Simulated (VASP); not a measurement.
Input of a VASP 6.6.1 run:

Contents of INCAR:

```
  ALGO = Normal
  EDIFF = 1E-6
  EDIFFG = -0.08
  ENCUT = 600
  GGA = PE
  IBRION = 2
  ISIF = 3
  ISMEAR = 0
  ISPIN = 2
  LASPH = T
  LCHARG = F
  LMAXMIX = 4
  LORBIT = 11
  LREAL = F
  LWAVE = F
  MAGMOM = 3 0 0 0
  NELM = 150
  NSW = 36
  PREC = Accurate
  SIGMA = 0.15
```

Contents of KPOINTS:

```
k-points
0
Gamma
  5 5 3
```

File POSCAR:

```
CoH3
1.0
    3.1918800300      0.0000000000      0.0000000000
   -1.5959400100      2.7642491900      0.0000000000
    0.0000000000      0.0000000000      4.2990956100
Co H
1 3
Direct
    0.0000000000      0.0000000000      0.5000000000
    0.5000000000      0.0000000000      0.5000000000
    0.0000000000      0.5000000000      0.5000000000
    0.5000000000      0.5000000000      0.5000000000
```

Potentials or basis: VASP PAW PBE potentials, release 64 (Co, H).

Command:

```console
$ cat potpaw_PBE.64/Co/POTCAR potpaw_PBE.64/H/POTCAR > POTCAR
$ mpirun -np 1 vasp_std > vasp.out
```

Task: Predict the relaxed cell.

Result: a = 3.378 Å, b = 3.378 Å, c = 2.341 Å, α = 90.00°, β = 90.00°, γ = 120.00°.

Task: Estimate the space group after relaxing (to 0.1 Å).

Result: P6/mmm (No. 191).

Task: Predict the relaxed volume.

Result: 5.78 Å³/atom.

Task: Estimate the site moments.

Result: Co +0.84; H -0.01 μB.

Final structure:
```
Co H
1.0
     3.37842    0.00000    0.00000
    -1.68921    2.92580    0.00000
     0.00000    0.00000    2.34091
Co H
1 3
Cartesian
  0.0000 0.0000 1.1705
  0.0000 2.9258 1.1705
  -0.8446 1.4629 1.1705
  0.8446 1.4629 1.1705
```

Caveat: the k points lie up to 0.89 Å⁻¹ apart in the final cell; the volume moved by over 15 % at a fixed basis, so the end points are rough.
